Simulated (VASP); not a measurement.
A run of VASP 6.6.1 is set up as follows.

The input INCAR:

```
  ALGO = Normal
  DIPOL = 0.5 0.5 0.289
  EDIFF = 1E-7
  ENCUT = 520
  GGA = PE
  IDIPOL = 3
  ISIF = 2
  ISMEAR = 0
  LASPH = T
  LCHARG = F
  LDIPOL = T
  LREAL = F
  LWAVE = F
  NBANDS = 74
  NELM = 60
  PREC = Accurate
  SIGMA = 0.1
```

The input KPOINTS:

```
k-points
0
Gamma
  5 5 1
```

Contents of POSCAR:

```
HPt6
1.0
    5.6143281343      0.0000000000      0.0000000000
    0.0000000000      5.6143281343      0.0000000000
    0.0000000000      0.0000000000     21.8513792319
Pt H
12 2
Direct
    0.2500000000      0.2500000000      0.1830548066
    0.2500000000      0.7500000000      0.1830548066
    0.7500000000      0.2500000000      0.1830548066
    0.7500000000      0.7500000000      0.1830548066
    0.0000000000      0.0000000000      0.2712126041
    0.0000000000      0.5000000000      0.2712126041
    0.5000000000      0.0000000000      0.2712126041
    0.5000000000      0.5000000000      0.2712126041
    0.2500000000      0.2500000000      0.3593081768
    0.2500000000      0.7500000000      0.3593081768
    0.7500000000      0.2500000000      0.3593081768
    0.7500000000      0.7500000000      0.3593081768
   -0.1646679670      0.0000000000      0.3945462271
    0.1646679670      0.0000000000      0.3945462271
```

Potentials or basis: VASP PAW PBE potentials, release 64 (Pt, H).

Launch:

```sh
$ cat potpaw_PBE.64/Pt/POTCAR potpaw_PBE.64/H/POTCAR > POTCAR
$ mpirun -np 1 vasp_std > vasp.out
```

(1) Predict the band gap on the k mesh.

(2) Estimate the largest force.

## Answers

(1) zero (bands 61 and 62 overlap by 0.29 eV).

(2) 1.101 eV/Å.

Caveat: spin-orbit coupling is left out, which moves the levels of the heavy elements.
